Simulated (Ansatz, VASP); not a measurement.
**One calculation of HfBiH2, two programs**

INCAR

```
SYSTEM = HfBiH2
  PREC = Accurate
  ENCUT = 520
  EDIFF = 1E-6
  ISMEAR = 0
  SIGMA = 0.1
  LREAL = .False.
  LASPH = .True.
  NELM = 80
  ALGO = Normal
  ISIF = 2
  LWAVE = .False.
  LCHARG = .False.
  GGA = PE
  NBANDS = 37
```

File KPOINTS:

```
Automatic mesh
0
Gamma
  6 6 2
  0 0 0
```

File POSCAR:

```
HfBiH2
1.0
    3.2815746700      0.0000000000      0.0000000000
   -1.6407873400      2.8419270300      0.0000000000
    0.0000000000      0.0000000000     11.4922202700
Hf Bi H
2 2 4
Direct
    0.0000000000      0.0000000000      0.5000000000
    0.0000000000      0.0000000000      0.0000000000
    0.6666666700      0.3333333300      0.2500000000
    0.3333333300      0.6666666700      0.7500000000
    0.3333333300      0.6666666700      0.4008386700
    0.6666666700      0.3333333300      0.9008386700
    0.6666666700      0.3333333300      0.5991613300
    0.3333333300      0.6666666700      0.0991613300
```

Input for Ansatz:

```yaml
crystal:
  lattice:
    - [3.28157467, 0.0, 0.0]
    - [-1.64078734, 2.84192703, 0.0]
    - [0.0, 0.0, 11.49222027]
  atoms:
    - { symbol: Hf, position: [0.0, 0.0, 0.5] }
    - { symbol: Hf, position: [0.0, 0.0, 0.0] }
    - { symbol: Bi, position: [0.66666667, 0.33333333, 0.25] }
    - { symbol: Bi, position: [0.33333333, 0.66666667, 0.75] }
    - { symbol: H, position: [0.33333333, 0.66666667, 0.40083867] }
    - { symbol: H, position: [0.66666667, 0.33333333, 0.90083867] }
    - { symbol: H, position: [0.66666667, 0.33333333, 0.59916133] }
    - { symbol: H, position: [0.33333333, 0.66666667, 0.09916133] }
basis:
  ecutwfc: 420
kpoints:
  mp_grid: { grid: [6, 6, 2] }
hamiltonian:
  xc: pbe
scf:
  occupations: { method: gaussian, width: 0.1 }
  lower_state_search: "off"
output:
  forces: true
  stress: true
  eigenvalues: true
```

Change from the starting cell: species swapped into the Ti2CS type (P6_3/mmc, No. 194).

Alike in both runs: task single point; functional PBE; k mesh 6 × 6 × 2; occupations gaussian, width 0.1 eV; no spin polarisation.

|  | VASP | Ansatz |
| --- | --- | --- |
| version | VASP 6.6.1 | Ansatz 0.2.0 |
| potentials or method | VASP PAW PBE potentials, release 64 (Hf_pv, Bi_d, H), cutoff 520 eV | scalar-relativistic, plane waves, PAW |
| valence electrons in the cell | 54 | 86 |

VASP gave:

| Item | Value |
| --- | --- |
| gap on the k mesh at the Fermi level (eV) | none |
| pressure (GPa) | 3.3 |
| traceless stress, the component that is largest in VASP (GPa) | 0.31 |
| rms of the force components (eV/Å) | 0.699 |

Task: Which values does Ansatz return?

Result: gap on the k mesh at the Fermi level (eV): none; pressure (GPa): 3.8; traceless stress, the component that is largest in VASP (GPa): 0.34; rms of the force components (eV/Å): 0.694.

Atom by atom the forces differ by 0.006 eV/Å (rms over components). A gap of «none» marks a metal or a gap that the smearing closes. VASP's potentials hold 54 valence electrons a cell and Ansatz's 86, so a difference there can come from the potentials and not from the codes.

The k mesh is coarse, so the values compare programs but aren't converged. Spin-orbit coupling is off throughout.
